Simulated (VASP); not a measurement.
Crystal: BN.

```xyz
2
Lattice="2.5410 0.0000 0.0000 -1.2631 2.2049 0.0000 -0.6390 -1.1024 3.0623" Properties=species:S:1:pos:R:3 pbc="T T T"
N     0.6495   -0.3530    3.0164
B     1.2459    2.1665    0.0055
```

Base run:

| Quantity | Value |
| --- | --- |
| Program | VASP 6.6.1 |
| Functional | r2SCAN |
| Potentials or basis | VASP PAW PBE potentials, release 64 (N, B) |
| Cutoff | 520 eV |
| k mesh | 13 × 13 × 9 |
| Occupations | fermi-dirac, width 0.05 eV |
| Spin | no spin polarisation |

Its results: band gap on the k mesh 3.33 eV (least direct gap 5.12 eV); pressure -8.9 GPa; largest force 2.498 eV/Å.

Q: The run is repeated on the same cell with these changes: functional from r2SCAN to PBEsol; further incar settings from ALGO = Normal; EDIFF = 1e-07; NBANDS = 11 to ALGO = Normal; EDIFF = 1e-06; NBANDS = 11. What comes out?

A: Band gap on the k mesh 2.72 eV (least direct gap 4.38 eV); pressure -8.0 GPa; largest force 2.507 eV/Å.

Caveats: the cell stands under tension; the PAW data sets were made with another functional, which shifts forces and pressure a little; an odd mesh through Γ misses points on the zone boundary, where band edges can lie.
